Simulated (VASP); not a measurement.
# AgSn2SeI3: relaxation of cell and atoms with PBE

Crystal: AgSn2SeI3.

```xyz
7
Lattice="5.3321 0.0000 0.0000 -2.6661 4.6177 0.0000 0.0000 0.0000 11.5646" Properties=species:S:1:pos:R:3 pbc="T T T"
Ag    2.6661    1.5392    5.7823
Sn    0.0000    0.0000    3.6664
Sn    0.0000    0.0000    7.8983
Se    2.6661    1.5392    0.0000
I     2.6661    1.5392    1.8705
I     2.6661    1.5392    9.6942
I     0.0000    0.0000    5.7823
```

```
Program                : VASP 6.6.1
Task                   : relaxation of cell and atoms
Functional             : PBE
Potentials or basis    : VASP PAW PBE potentials, release 64 (Ag, Sn_d, Se, I)
Cutoff                 : 600 eV
k mesh                 : 3 × 3 × 1
Occupations            : gaussian, width 0.15 eV
Spin                   : no spin polarisation
Dipole correction      : no
Further INCAR settings : ALGO = Normal; EDIFF = 1e-07; IBRION = 2; EDIFFG = -0.08; NSW = 36; ISIF = 3
```

```yaml
Relaxed_volume: 47.22 Å³/atom
Relaxed_cell: a = 5.446 Å, b = 5.446 Å, c = 12.870 Å, α = 90.00°, β = 90.00°, γ = 120.00°
Space_group_after_relaxing_to_0.05_Å: P-6m2 (No. 187)
Energy_gained_by_relaxing: 3670.3 meV/atom
Ionic_steps: 22
Pressure_after_relaxing: 0.1 GPa
Largest_force_after_relaxing: 0.057 eV/Å
Band_gap_on_the_k_mesh: 0.04 eV, direct
```

Forces in eV/Å, atoms in the order of the input:
```
Ag   0.000  0.000  0.000
Sn   0.000  0.000  0.057
Sn   0.000  0.000 -0.057
Se   0.000  0.000  0.000
I    0.000  0.000 -0.004
I    0.000  0.000  0.004
I    0.000  0.000  0.000
```

Stress tensor (GPa, compression positive):
```
0.13 0.00 0.00
0.00 0.13 0.00
0.00 0.00 0.04
```

The path:
```tsv
step	energy change (eV)	largest force (eV/Å)	pressure (GPa)	volume (Å³)
1	0.0000	31.9968	37.56	284.75
2	-14.3416	0.7354	-8.71	686.31
3	-24.5814	0.0223	-0.80	451.31
4	-24.6037	0.0128	-0.81	447.95
5	-25.4005	0.0924	-0.56	365.99
6	-25.4178	0.7645	0.86	325.28
7	-25.4836	0.1739	-0.11	347.37
8	-25.4876	0.2661	0.01	342.79
9	-25.4874	0.2916	0.07	341.63
10	-25.4958	0.2695	0.01	342.34
11	-25.5167	0.2066	-0.17	344.50
12	-25.5411	0.1146	-0.49	348.83
13	-25.5361	0.1329	-1.00	357.57
14	-25.5467	0.1190	-0.73	352.66
15	-25.5511	0.1218	-0.73	352.26
16	-25.5644	0.1295	-0.73	351.05
17	-25.5906	0.1381	-0.69	348.63
18	-25.6354	0.1327	-0.57	343.78
19	-25.6739	0.1538	-0.13	334.05
20	-25.6739	0.1528	-0.16	334.59
21	-25.6807	0.1337	-0.10	333.57
22	-25.6919	0.0573	0.10	330.53
```

Final structure:
```
CELL_PARAMETERS angstrom
5.44571 0.00000 0.00000
-2.72285 4.71612 0.00000
0.00000 0.00000 12.86966
ATOMIC_POSITIONS crystal
Ag 0.66667 0.33333 0.50000
Sn 0.00000 0.00000 0.24582
Sn 0.00000 0.00000 0.75418
Se 0.66667 0.33333 0.00000
I 0.66667 0.33333 0.22043
I 0.66667 0.33333 0.77957
I 0.00000 0.00000 0.50000
```

Levels at points of the mesh, in eV from the valence-band top:
| k point | band 31 | band 32 | band 33 | band 34 | band 35 | band 36 |
| --- | --- | --- | --- | --- | --- | --- |
| (0.00, 0.00, 0.00) | -0.87 | -0.87 | -0.74 | 0.09 | 0.12 | 0.12 |

Wall time 20 min on 1 thread of Intel(R) Xeon(R) 6975P-C (Granite Rapids), on a shared host, peak memory 0.6 GiB.

Caveat: the k points lie up to 0.49 Å⁻¹ apart in the final cell; the volume moved by over 15 % at a fixed basis, so the end points are rough; spin-orbit coupling is left out, which moves the levels of the heavy elements; the relaxation stopped at a loose force limit of 0.08 eV/Å, so its end isn't a converged minimum. A k mesh can miss the band edges.
